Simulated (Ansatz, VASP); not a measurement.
# Two plane-wave programs on TaN

Contents of INCAR:

```
  PREC = Accurate
  ENCUT = 520
  EDIFF = 1E-7
  ISMEAR = 0
  SIGMA = 0.15
  LREAL = F
  LASPH = T
  NELM = 60
  ALGO = Normal
  ISIF = 2
  LWAVE = F
  LCHARG = F
  GGA = PS
  NBANDS = 15
```

Contents of KPOINTS:

```
Automatic mesh
0
Gamma
  21 21 18
```

File POSCAR:

```
TaN
1.0
    3.0200794360      0.0000000000      0.0000000000
   -1.5100397180      2.6154655131      0.0000000000
    0.0000000000      0.0000000000      2.9062224413
Ta N
1 1
Direct
    0.3333333333      0.6666666667      0.5000000000
    0.0000000000      0.0000000000      0.0000000000
```

Input for Ansatz:

```yaml
crystal:
  lattice:
    - [3.020079436, 0.0, 0.0]
    - [-1.510039718, 2.6154655131, 0.0]
    - [0.0, 0.0, 2.9062224413]
  atoms:
    - { symbol: Ta, position: [0.3333333333, 0.6666666667, 0.5] }
    - { symbol: "N", position: [0.0, 0.0, 0.0] }
basis:
  ecutwfc: 520.0
kpoints:
  mp_grid: { grid: [21, 21, 18] }
hamiltonian:
  xc: pbesol
scf:
  occupations: { method: gaussian, width: 0.15 }
output:
  forces: true
  stress: true
  eigenvalues: true
  write_density: true
  write_potential: true
  elf: true
  volumetric_format: npy
```

Alike in both runs: task single point; functional PBEsol; k mesh 21 × 21 × 18; occupations gaussian, width 0.15 eV; no spin polarisation.

```csv
,VASP,Ansatz
version,VASP 6.6.1,Ansatz 0.2.0
potentials or method,"VASP PAW PBE potentials, release 64 (Ta_pv, N), cutoff 520 eV","scalar-relativistic, plane waves, PAW"
valence electrons in the cell,16,18
```

```tsv
	VASP	Ansatz	Ansatz less VASP
gap on the k mesh at the Fermi level (eV)	none	none	-
pressure (GPa)	-22.6	-23.1	-0.53
traceless stress, the component that is largest in VASP (GPa)	5.77	5.67	-0.096
```

VASP's potentials were made for PBE, not for PBEsol. A gap of «none» marks a metal or a gap that the smearing closes. With one functional, cell and mesh, what is left measures potentials, basis and numerics. VASP's potentials hold 16 valence electrons a cell and Ansatz's 18, so a difference there can come from the potentials and not from the codes.

Neither program's run includes spin-orbit coupling.
